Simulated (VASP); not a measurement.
Crystal: HfO2.

```
Hf O
1.0
     4.81353    0.00000    0.00000
     0.00000    4.81353    0.00000
     0.00000    0.00000    3.20542
Hf O
2 4
Direct
  0.50000 0.50000 0.50000
  0.00000 0.00000 0.00000
  0.80504 0.19496 0.50000
  0.69496 0.69496 0.00000
  0.30504 0.30504 0.00000
  0.19496 0.80504 0.50000
```

Base run:

| Property | Result |
| --- | --- |
| Program | VASP 6.6.1 |
| Functional | HSE06 |
| Potentials or basis | VASP PAW PBE potentials, release 64 (Hf_pv, O) |
| Cutoff | 520 eV |
| k mesh | 4 × 4 × 6 |
| Occupations | gaussian, width 0.01 eV |
| Spin | no spin polarisation |

Its results: band gap on the k mesh 5.58 eV; pressure -0.2 GPa; largest force 0.075 eV/Å.

Task: The run is repeated on the same cell with these changes: functional from HSE06 to PBE0. What comes out?

Result: Band gap on the k mesh 6.36 eV; pressure -0.3 GPa; largest force 0.072 eV/Å.

Caveats: the PAW data sets were made with another functional, which shifts forces and pressure a little; spin-orbit coupling is left out, which moves the levels of the heavy elements.

A k mesh can miss the band edges.
